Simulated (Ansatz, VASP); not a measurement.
**One calculation of HfS2, two programs**

The input INCAR:

```
SYSTEM = HfS2
PREC     = Accurate       ! precision mode
ENCUT    = 450            ! plane-wave cutoff, eV
EDIFF    = 1E-7           ! SCF threshold, eV
ISMEAR   = 0              ! smearing method
SIGMA    = 0.02           ! smearing width, eV
LREAL    = .FALSE.        ! projectors in reciprocal space
LASPH    = .TRUE.         ! aspherical terms in the spheres
NELM     = 120            ! most SCF steps
ALGO     = Normal         ! electronic algorithm
ISIF     = 2              ! what is computed and relaxed
LWAVE    = .FALSE.        ! write WAVECAR
LCHARG   = .FALSE.        ! write CHGCAR
GGA      = PE             ! functional
IVDW     = 12             ! dispersion correction
IBRION   = 2              ! ionic algorithm
NSW      = 60             ! ionic steps
EDIFFG   = -0.008         ! ionic threshold
GGA_COMPAT= .FALSE.      
NELMIN   = 4
```

KPOINTS

```
Automatic mesh
0
G
  12 12 6
  0 0 0
```

Contents of POSCAR:

```
HfS2
1.0
    3.4976869588      0.0000000000      0.0000000000
   -1.7488434794      3.0290857608      0.0000000000
    0.0000000000      0.0000000000      5.5972761162
Hf S
1 2
Direct
    0.0000000000      0.0000000000      0.0000000000
    0.6666666667      0.3333333333      0.7403278231
    0.3333333333      0.6666666667      0.2596721769
```

Input for Ansatz:

```yaml
crystal:
  lattice:
    - [3.4976869588, 0.0, 0.0]
    - [-1.7488434794, 3.0290857608, 0.0]
    - [0.0, 0.0, 5.5972761162]
  atoms:
    - { symbol: Hf, position: [0.0, 0.0, 0.0] }
    - { symbol: S, position: [0.6666666667, 0.3333333333, 0.7403278231] }
    - { symbol: S, position: [0.3333333333, 0.6666666667, 0.2596721769] }
basis:
  ecutwfc: 420
kpoints:
  mp_grid: { grid: [12, 12, 6] }
hamiltonian:
  xc: pbe
  dispersion: d3bj
scf:
  occupations: { method: gaussian, width: 0.02 }
output:
  forces: true
  stress: true
  eigenvalues: true
relax:
  adjacent_minimum: "off"
  f_tol: 0.008
  max_steps: 40
```

Change from the starting cell: equal strain along all axes, cell held, atoms relaxed: -3.0 %.

Alike in both runs: task relaxation of the atoms; functional PBE; dispersion D3(BJ); k mesh 12 × 12 × 6; occupations gaussian, width 0.02 eV; no spin polarisation.

|  | VASP | Ansatz |
| --- | --- | --- |
| version | VASP 6.6.1 | Ansatz 0.2.0 |
| potentials or method | VASP PAW PBE potentials, release 64 (Hf_pv, S), cutoff 450 eV | scalar-relativistic, plane waves, PAW |
| valence electrons in the cell | 22 | 38 |

```csv
,VASP,Ansatz,Ansatz less VASP
"gap on the k mesh at the Fermi level, each at its own relaxed structure (eV)",0.43,0.38,-0.052
```

VASP's potentials hold 22 valence electrons a cell and Ansatz's 38, so a difference there can come from the potentials and not from the codes. Ansatz's warnings: stress scf threshold loose.

Spin-orbit coupling is off throughout.
